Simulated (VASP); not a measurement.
Crystal: BN.

```xyz
4
Lattice="2.5232 0.0000 0.0000 -1.2616 2.1852 0.0000 0.0000 0.0000 4.1752" Properties=species:S:1:pos:R:3 pbc="T T T"
N     0.0000    1.4568    0.5232
N     1.2616    0.7284    2.6107
B     0.0000    1.4568    2.0863
B     1.2616    0.7284    4.1739
```

Base run:

| Property | Result |
| --- | --- |
| Program | VASP 6.6.1 |
| Functional | LDA |
| Potentials or basis | VASP PAW LDA potentials, release 64 (N_h, B_h) |
| Cutoff | 910 eV |
| k mesh | 9 × 9 × 5 |
| Occupations | fermi-dirac, width 0.05 eV |
| Spin | no spin polarisation |

Its results: band gap on the k mesh 4.91 eV, indirect (least direct gap 8.28 eV); pressure 0.4 GPa.

Question: The run is repeated on the same cell with these changes: potentials or basis from VASP PAW LDA potentials, release 64 (N_h, B_h) to VASP PAW LDA potentials, release 64 (N, B); cutoff from 910 eV to 520 eV. What comes out?

Answer: Band gap on the k mesh 4.90 eV, indirect (least direct gap 8.28 eV); pressure 1.0 GPa.

Caveats: the cutoff is under 1.25 times the usual one of these potentials, so pressure, stress and relaxed cells hold a basis-set (Pulay) error (some runs).

A k mesh can miss the band edges.
